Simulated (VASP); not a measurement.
# TiO2 (P1) in VASP: single point with PBE

Aim: the single point of TiO2 with PBE.

Everything below comes from runs of VASP 6.6.1. Logs are shortened: lines on timing, memory, paths and dates and some standing lists are left out, and cuts for length are marked.

**1. The cell of the first run**

The typed cell holds 30 atoms: a = 7.720 Å, b = 7.720 Å, c = 7.720 Å, α = 102.18°, β = 113.24°, γ = 113.24°.

**2. Single point, PBE**

Input file INCAR:

```
  PREC = Accurate
  ENCUT = 520
  EDIFF = 1E-7
  ISMEAR = 0
  SIGMA = 0.02
  LREAL = Auto
  LASPH = T
  NELM = 60
  ALGO = Normal
  ISIF = 2
  LWAVE = F
  LCHARG = T
  GGA = PE
  LELF = T
  LVHAR = T
  NBANDS = 141
```

Input file KPOINTS:

```
Automatic mesh
0
Gamma
  2 2 2
  0.5 0.5 0.5
```

Input file POSCAR:

```
TiO2
1.0
   -1.8995999942     -5.6987999826      4.8488731938
   -5.6987999826      1.8995999942     -4.8488731938
    5.6987999826     -1.8995999942     -4.8488731938
Ti O
10 20
Direct
    0.4004330782      0.8004388705      0.6000166588
    0.0004305300      0.0004531543     -0.0000017668
    0.2004121440      0.4004289490      0.7999813506
    0.8004299826      0.6004162035      0.2000096503
    0.6004388414      0.2004103773      0.4000139524
    0.5004086257      0.2503784944      0.7500741261
    0.1004227348      0.4503779705      0.1500628389
    0.3004009881      0.8503683482      0.9500574069
    0.9004035552      0.0503219656      0.3500332693
    0.7004183788      0.6503438561      0.5500627533
    0.5003791426      0.0439235516      0.5435513371
    0.1004215712      0.2439448550      0.9435685709
    0.3004071357      0.6439240521      0.7435657897
    0.9004148404      0.8439017870      0.1435433347
    0.7003672013      0.4439047169      0.3435525423
    0.4004750527      0.5940082558      0.3935542378
    1.0004432244      0.7939903691      0.7935303132
    0.2004285423      0.1939627221      0.5935644496
    0.8003977471      0.3938958593      0.9935958370
    0.6004233132      0.9939114286      0.1935685433
    0.5004076186      0.4568504948      0.9564996132
    0.1004071438      0.6568057929      0.3565052078
    0.3004094743      0.0568308863      0.1564945774
    0.9003941497      0.2568246969      0.5564860341
    0.7004076762      0.8568469217      0.7565138702
    0.4004328767      0.0068591237      0.8064998475
    1.0004811882      0.2068687398      0.2065284304
    0.2003355640      0.6068366555      0.0064450784
    0.8005016575      0.8068672770      0.4065205417
    0.6004826865      0.4068834012      0.6065533366
```

Potentials or basis: VASP PAW PBE potentials, release 64 (Ti_sv, O).

Command:

```
cat potpaw_PBE.64/Ti_sv/POTCAR potpaw_PBE.64/O/POTCAR > POTCAR
mpirun -np 1 vasp_std > vasp.out
```

OUTCAR:

```text
PREC = Accurate
   ENCUT = 520
   EDIFF = 1E-7
   ISMEAR = 0
   LREAL = Auto
   LASPH = T
   NELM = 60
   ISIF = 2
   GGA = PE

 ion  position               nearest neighbor table
   1  0.400  0.800  0.600-  11 1.95  22 1.95  25 1.95  13 1.95  26 2.00  16 2.00
   2  0.000  0.000  1.000-  12 1.95  25 1.95  23 1.95  14 1.95  27 2.00  17 2.00
   3  0.200  0.400  0.800-  13 1.95  24 1.95  21 1.95  12 1.95  18 2.00  28 2.00
   4  0.800  0.600  0.200-  14 1.95  21 1.95  22 1.95  15 1.95  29 2.00  19 2.00
   5  0.600  0.200  0.400-  15 1.95  24 1.95  23 1.95  11 1.95  20 2.00  30 2.00
   6  0.500  0.250  0.750-  26 1.95  19 1.95  18 1.95  30 1.95  21 2.00  11 2.00
   7  0.100  0.450  0.150-  27 1.95  16 1.95  19 1.95  28 1.95  22 2.00  12 2.00
   8  0.300  0.850  0.950-  28 1.95  17 1.95  20 1.95  26 1.95  23 2.00  13 2.00
   9  0.900  0.050  0.350-  29 1.95  18 1.95  20 1.95  27 1.95  14 2.00  24 2.00
  10  0.700  0.650  0.550-  30 1.95  17 1.95  16 1.95  29 1.95  15 2.00  25 2.00
  11  0.500  0.044  0.544-   1 1.95   5 1.95   6 2.00
  12  0.100  0.244  0.944-   2 1.95   3 1.95   7 2.00
  13  0.300  0.644  0.744-   3 1.95   1 1.95   8 2.00
  14  0.900  0.844  0.144-   4 1.95   2 1.95   9 2.00
  15  0.700  0.444  0.344-   5 1.95   4 1.95  10 2.00
  16  0.400  0.594  0.394-   7 1.95  10 1.95   1 2.00
[... 12 lines left out ...]
  29  0.801  0.807  0.407-   9 1.95  10 1.95   4 2.00
  30  0.600  0.407  0.607-  10 1.95   6 1.95   5 2.00

  LATTYP: Found a body centered tetragonal cell.
 ALAT       =     8.4952694342
 C/A-ratio  =     1.1415466528

  Lattice vectors:

 A1 = (   5.6987999826,  -1.8995999942,   4.8488731938)
 A2 = (  -5.6987999826,   1.8995999942,   4.8488731938)
 A3 = (  -1.8995999942,  -5.6987999826,  -4.8488731938)

Analysis of symmetry for initial positions (statically):
=====================================================================
 Subroutine PRICEL returns:
 Original cell was already a primitive cell.

 Routine SETGRP: Setting up the symmetry group for a
 body centered tetragonal supercell.

 Subroutine GETGRP returns: Found  1 space group operations
 (whereof  1 operations were pure point group operations)
 out of a pool of 16 trial point group operations.

The static configuration has the point symmetry C_1 .

Analysis of symmetry for dynamics (positions and initial velocities):
=====================================================================
 Subroutine PRICEL returns:
 Original cell was already a primitive cell.

 Routine SETGRP: Setting up the symmetry group for a
 body centered tetragonal supercell.

 Subroutine GETGRP returns: Found  1 space group operations
[... 145 lines left out ...]
   ISYM   =      2    0-nonsym 1-usesym 2-fastsym
   POTIM  = 0.5000    time-step for ionic-motion
   TEBEG  =    0.0;   TEEND  =   0.0 temperature during run
   PSTRESS=    0.0 pullay stress
   NELECT =     240.0000    total number of electrons
   NUPDOWN=      -1.0000    fix difference up-down
   EMIN   =  10.00;   EMAX   =-10.00  energy-range for DOS
   EFERMI =   0.00;   METHOD = LEGACY
   ISMEAR =     0;   SIGMA  =   0.02  broadening in eV -4-tet -1-fermi 0-gaus
   EFERMI_NEDOS =   21; number of points for ismear=-14 and -15
   IALGO  =     38    algorithm
   IMIX   =      4    mixing-type and parameters
     AMIX     =   0.40;   BMIX     =  1.00
     AMIX_MAG =   1.60;   BMIX_MAG =  1.00
  volume/ion in A,a.u.               =      11.66        78.72
  Fermi-wavevector in a.u.,A,eV,Ry     =   1.443711  2.728218 28.358634  2.084301
  Thomas-Fermi vector in A             =   2.562088
   LORBIT       =      0    0 simple, 1 ext, 2 COOP (PROOUT), +10 PAW based schemes
   GGA     = PE    functional components
   LHFCALC =     F    Hartree Fock is set to
   AEXX    =    0.0000 exact exchange contribution
   IVDW    =     0    specifies the selected vdW correction
   LEPSILON=     F    determine dielectric tensor
   LRPA    =     F    only Hartree local field effects (RPA)
 non-spin polarized calculation
 Gauss-broadening in eV      SIGMA  =   0.02
  energy-cutoff  :      520.00
  volume of cell :      349.94
 maximum number of plane-waves:      9446
 NGX is ok and might be reduce to    60
   NGX = 29   NGY = 29   NGZ = 29

 number of electron     240.0000009 magnetization

 Free energy of the ion-electron system (eV)
  ---------------------------------------------------
  ext. energy  EPLUGINS =         0.00000000
  ---------------------------------------------------
  free energy    TOTEN  =      -269.32710153 eV

  energy without entropy =     -269.32710153  energy(sigma->0) =     -269.32710153

 E-fermi :   3.2635     XC(G=0): -10.5925

 val. band max:        3.0488968765   @ k =  -0.2500  -0.2500   0.2500
 cond. band min:       5.3452413302   @ k =  -0.2500   0.2500   0.2500
 fundamental gap:      2.2963444537
 Fermi energy:         3.2635205611

 k-point     1 :       0.2500    0.2500    0.2500
  band No.  band energies     occupation
      1     -53.3029      2.00000
      2     -53.3028      2.00000
      3     -53.3028      2.00000
      4     -53.3028      2.00000
      5     -53.2860      2.00000
      6     -53.2859      2.00000
[... 529 lines left out ...]
    131       6.4784      0.00000
    132       6.5529      0.00000
 [bands above 132 left out]

------------------------ aborting loop because EDIFF is reached ----------------------------------------

  FORCE on cell =-STRESS in cart. coord.  units (eV):
  Direction    XX          YY          ZZ          XY          YZ          ZX
  --------------------------------------------------------------------------------------
  -------------------------------------------------------------------------------------
  Total        1.5196230      1.5420513      1.8608700     -0.0123480      0.0052279      0.0040589
  in kB        6.9574691      7.0601555      8.5198407     -0.0565341      0.0239353      0.0185832
  external PRESSURE =       7.5124884 kB  Pullay stress =       0.0000000 kB

 VOLUME and BASIS-vectors are now :
 -----------------------------------------------------------------------------
  energy-cutoff  :      520.00
  volume of cell :      349.94
      direct lattice vectors                 reciprocal lattice vectors
    -1.899599994 -5.698799983  4.848873194    -0.052642662 -0.157927985  0.000000000
    -5.698799983  1.899599994 -4.848873194    -0.105285324 -0.052642662 -0.103116741
     5.698799983 -1.899599994 -4.848873194     0.052642662 -0.105285324 -0.103116741

 POSITION                                       TOTAL-FORCE (eV/Angst)
 -----------------------------------------------------------------------------------
     -1.90283     -1.90127     -4.84898         0.000413     -0.002518      0.000958
      5.69539     -1.90119     -4.84897         0.000660      0.000991      0.000919
      1.89627     -1.90110     -4.84886        -0.000149      0.000541     -0.000330
     -3.80233     -3.80088      0.00002        -0.000032     -0.001377     -0.000182
     -0.00309     -3.80095      0.00007         0.001050     -0.000379     -0.000102
      1.89709     -3.80095     -2.42465        -0.000714     -0.001061     -0.001074
[... 22 lines left out ...]
     -3.80213     -3.80140     -2.00203         0.001529      0.001368     -0.019106
     -0.00280     -3.80132     -2.00236        -0.000241      0.000936     -0.017771
 -----------------------------------------------------------------------------------
    total drift:                               -0.043002     -0.031704     -0.000758

  FREE ENERGIE OF THE ION-ELECTRON SYSTEM (eV)
  ---------------------------------------------------
  free  energy   TOTEN  =      -269.3271015265 eV

  energy  without entropy=     -269.3271015265  energy(sigma->0) =     -269.32710153
```

stdout:

```text
POSCAR found type information on POSCAR TiO
 POSCAR found :  2 types and      30 ions
 scaLAPACK will be used
 LDA part: xc-table for (Slater+PW92), standard interpolation
 POSCAR, INCAR and KPOINTS ok, starting setup
 FFT: planning ... GRIDC
 FFT: planning ... GRID_SOFT
 FFT: planning ... GRID
 WAVECAR not read
 entering main loop
```

Wall time 17 min (1 thread of AMD EPYC 7R13, shared host); peak memory 0.54 GiB.

What came out:

```yaml
Free_energy: -269.3271 eV
Pressure: 0.8 GPa
Largest_force: 0.019 eV/Å
Band_gap_on_the_k_mesh: 2.30 eV
```

Forces in eV/Å, atoms in the order of the input:
```
Ti   0.000 -0.003  0.001
Ti   0.001  0.001  0.001
Ti   0.000  0.001  0.000
Ti   0.000 -0.001  0.000
Ti   0.001  0.000  0.000
Ti  -0.001 -0.001 -0.001
Ti   0.001 -0.002 -0.001
Ti   0.000  0.000 -0.001
Ti  -0.002 -0.002  0.002
Ti  -0.001  0.000 -0.001
O    0.000  0.000  0.018
O    0.000  0.001  0.019
O   -0.001  0.000  0.018
O   -0.001  0.001  0.017
O   -0.001  0.000  0.018
O    0.001  0.002  0.019
O    0.001  0.000  0.018
O    0.000  0.000  0.019
O   -0.001  0.000  0.019
O    0.000  0.001  0.018
O    0.000  0.001 -0.018
O    0.000  0.001 -0.019
O    0.000  0.000 -0.018
O    0.000  0.000 -0.018
O    0.000  0.000 -0.018
O    0.001  0.001 -0.018
O    0.000  0.001 -0.018
O    0.000 -0.001 -0.018
O    0.002  0.001 -0.019
O    0.000  0.001 -0.018
```

Levels at points of the mesh, in eV from the valence-band top:
```csv
k point,band 118,band 119,band 120,band 121,band 122,band 123
"(0.25, 0.25, 0.25)",-0.35,-0.14,-0.14,3.04,3.04,3.04
```

Caveat: a shifted mesh leaves out Γ, where band edges can lie. A k mesh can miss the band edges.
